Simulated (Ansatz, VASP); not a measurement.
## Ag4Pb in VASP and in Ansatz

INCAR

```
PREC = Accurate
ENCUT = 520
EDIFF = 1E-6
ISMEAR = -1
SIGMA = 0.1
LREAL = F
LASPH = T
NELM = 80
ALGO = Normal
ISIF = 2
LWAVE = F
LCHARG = T
GGA = PE
LELF = T
LVHAR = T
NBANDS = 37
```

Contents of KPOINTS:

```
regular mesh
0
Gamma
  8 8 8
```

File POSCAR:

```
Ag4Pb
1.0
    0.0000000000      4.8647920000      0.0000000000
    4.8647920000      0.0000000000      0.0000000000
    2.4323960000      2.4323960000     -4.5990440000
Ag Pb
4 1
Direct
    0.2450000000      0.2450000000      0.5100000000
    0.7550000000      0.7550000000      0.4900000000
    0.5000000000      0.0000000000      0.0000000000
    0.0000000000      0.5000000000      0.0000000000
    0.0000000000      0.0000000000      0.0000000000
```

Input for Ansatz:

```yaml
crystal:
  lattice:
    - [0.0, 4.864792, 0.0]
    - [4.864792, 0.0, 0.0]
    - [2.432396, 2.432396, -4.599044]
  atoms:
    - { symbol: Ag, position: [0.245, 0.245, 0.51] }
    - { symbol: Ag, position: [0.755, 0.755, 0.49] }
    - { symbol: Ag, position: [0.5, 0.0, 0.0] }
    - { symbol: Ag, position: [0.0, 0.5, 0.0] }
    - { symbol: Pb, position: [0.0, 0.0, 0.0] }
  symmetry: { tolerance: 0.0003 }
kpoints:
  mp_grid: { grid: [8, 8, 8], shift: [0, 0, 0] }
  band_path:
    path:
      - [0.0, 0.0, 0.0]
      - [0.5, 0.5, 0.5]
      - [0.5, 0.5, 0.25]
      - [0.0, 0.5, 0.0]
      - [0.0, 0.0, 0.0]
      - [0.0, 0.0, -0.5]
      - [0.0, 0.36013681, -0.3199316]
      - [0.0, 0.63986319, 0.3199316]
      - [0.0, 0.0, 0.0]
      - [0.5, 0.5, 0.5]
      - [0.36013681, 0.63986319, 0.5]
    npoints: 6
magnetization:
  spin_polarized: false
scf:
  occupations: { method: fermi_dirac }
  lower_state_search: "off"
  max_iter: 200
hamiltonian:
  pseudopotentials: { kind: paw }
  xc: pbe
basis:
  ecutwfc: 420
  fft_grid_basis: typed
output:
  forces: true
  stress: true
  eigenvalues: true
  bader: true
  populations: true
  elf: true
  write_potential: true
  volumetric_format: npy
  dos:
    e_range: [-12, 8]
    de: 0.05
    projected: { site_lists: { Ag: [Ag], Pb: [Pb] } }
checkpoint:
  read: saved_state
```

Alike in both runs: task single point; functional PBE; k mesh 8 × 8 × 8; no spin polarisation.

```csv
,VASP,Ansatz
version,VASP 6.6.1,Ansatz 0.2.0
potentials or method,"VASP PAW PBE potentials, release 64 (Ag, Pb_d), cutoff 520 eV",PAW plane waves
occupations,"fermi-dirac, width 0.1 eV",fermi-dirac
valence electrons in the cell,58,90
```

```tsv
	VASP	Ansatz	Ansatz less VASP
rms of the force components (eV/Å)	2.792	2.790	-0.0024
```

Atom by atom the forces differ by 0.002 eV/Å (rms over components). VASP's potentials hold 58 valence electrons a cell and Ansatz's 90, so a difference there can come from the potentials and not from the codes.

Spin-orbit coupling is off throughout.
